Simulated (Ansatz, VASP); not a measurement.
This is a calculation of FePt for VASP 6.6.1.

File INCAR:

```
SYSTEM = FePt
PREC = Accurate
ENCUT = 520
EDIFF = 1E-6
ISMEAR = 0
SIGMA = 0.016
LREAL = .False.
LASPH = .True.
NELM = 150
ALGO = Normal
ISIF = 2
LWAVE = .False.
LCHARG = .False.
ISPIN = 2
MAGMOM = 0 3
LORBIT = 11
LMAXMIX = 4
GGA = PE
NBANDS = 20
```

Contents of KPOINTS:

```
regular mesh
0
Gamma
  10 10 7
  0 0 0
```

POSCAR

```
FePt
1.0
    2.7235000000      0.0000000000      0.0000000000
    0.0000000000      2.7235000000      0.0000000000
    0.0000000000      0.0000000000      3.7200000000
Pt Fe
1 1
Direct
    0.5000000000      0.5000000000      0.5000000000
    0.0000000000      0.0000000000      0.0000000000
```

Potentials or basis: VASP PAW PBE potentials, release 64 (Pt, Fe).

Launch:

```bash
$ cat potpaw_PBE.64/Pt/POTCAR potpaw_PBE.64/Fe/POTCAR > POTCAR
$ mpirun -np 1 vasp_std > vasp.out
```

Translate it to Ansatz 0.2.0. Potentials there: all-electron LAPW, scalar-relativistic.

As run (the cutoff follows the program's own potentials):

The input input.yaml:

```yaml
crystal:
  lattice:
    - [2.7235, 0.0, 0.0]
    - [0.0, 2.7235, 0.0]
    - [0.0, 0.0, 3.72]
  atoms:
    - { symbol: Pt, position: [0.5, 0.5, 0.5] }
    - { symbol: Fe, position: [0.0, 0.0, 0.0], spin: 3.0 }
kpoints:
  mp_grid: { grid: [10, 10, 7] }
scf:
  occupations: { method: gaussian, width: 0.016 }
hamiltonian:
  xc: pbe
  pseudopotentials: { kind: all_electron, lapw: { basis_error: 0.001 } }
magnetization:
  spin_polarized: true
output:
  forces: true
  stress: true
  eigenvalues: true
```

Potentials or basis: all-electron LAPW, scalar-relativistic.

Command:

```console
$ ansatz run input.yaml --threads 2 --pin off --max-ram 6144MiB --backend cpu --events-out ev --progress --plain --runs-dir out
```

Both were run:

|  | VASP | Ansatz | Ansatz less VASP |
| --- | --- | --- | --- |
| gap on the k mesh at the Fermi level (eV) | none | none | - |
| pressure (GPa) | 2.8 | 3.4 | +0.56 |
| traceless stress, the component that is largest in VASP (GPa) | 0.39 | 0.31 | -0.088 |
| net moment per atom (μB) | 1.63 | 1.64 | +0.014 |
| size of the moment on the site where the two differ most (μB) | 2.91 | 2.97 | +0.061 |

Site moments also hang on the region over which each program counts them. A gap of «none» marks a metal or a gap that the smearing closes. Ansatz ran all-electron here, and VASP with PAW potentials.

Neither program's run includes spin-orbit coupling.
